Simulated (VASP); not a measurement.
# As: single point with PBEsol

As:

```
As
1.0
     1.80201    1.04039    2.99931
    -1.80201    1.04039    2.99931
     0.00000   -2.08079    2.99931
As
2
Direct
  0.24013 0.24013 0.24013
  0.75987 0.75987 0.75987
```

```yaml
Program: VASP 6.6.1
Task: single point
Functional: PBEsol
Potentials_or_basis: VASP PAW PBE potentials, release 64 (As)
Cutoff: 520 eV
k_mesh: 9 × 9 × 9
Occupations: fermi-dirac, width 0.05 eV
Spin: no spin polarisation
```

```yaml
Pressure: 20.9 GPa
Largest_force: 0.060 eV/Å
Band_gap_on_the_k_mesh: zero (band 5 reaches 8.40 eV, above the bottom of band 6 at 7.60 eV)
```

Forces in eV/Å, atoms in the order of the input:
```
As   0.000  0.000  0.060
As   0.000  0.000 -0.060
```

Stress tensor (GPa, compression positive):
```
20.94  0.00  0.00
 0.00 20.94  0.00
 0.00  0.00 20.81
```

Levels at points of the mesh, in eV from the Fermi level:
```csv
k point,band 3,band 4,band 5,band 6,band 7,band 8
"(0.00, 0.00, 0.00)",-2.40,-2.30,-2.30,3.72,4.28,4.28
```

Wall time 17 s on 1 thread of Intel(R) Xeon(R) 6975P-C (Granite Rapids), with other jobs on the host, peak memory 0.17 GiB.

Caveat: the PAW data sets were made with another functional, which shifts forces and pressure a little.
